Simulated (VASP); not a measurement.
Input of a VASP 6.6.1 run:

Contents of INCAR:

```
SYSTEM = BeS
PREC = Accurate
ENCUT = 520
EDIFF = 1E-6
ISMEAR = -1
SIGMA = 0.02
LREAL = .False.
LASPH = .True.
NELM = 80
ALGO = Normal
ISIF = 2
LWAVE = .False.
LCHARG = .False.
GGA = PE
NBANDS = 11
```

KPOINTS

```
regular mesh
0
Gamma
  6 6 6
  0 0 0
```

Contents of POSCAR:

```
BeS
1.0
    2.9413850405      0.0000000000      0.0000000000
    0.0000000000      2.9413850405      0.0000000000
    0.0000000000      0.0000000000      2.9413850405
Be S
1 1
Direct
    0.0000000000      0.0000000000      0.0000000000
    0.5000000000      0.5000000000      0.5000000000
```

Potentials or basis: VASP PAW PBE potentials, release 64 (Be, S).

Launch:

```bash
$ cat potpaw_PBE.64/Be/POTCAR potpaw_PBE.64/S/POTCAR > POTCAR
$ mpirun -np 1 vasp_std > vasp.out
```

Problem. What does it give for the band gap on the k mesh?

Solution. Zero (band 4 reaches 7.76 eV, above the bottom of band 5 at 6.57 eV).

Problem. Predict the pressure.

Solution. -2.3 GPa.
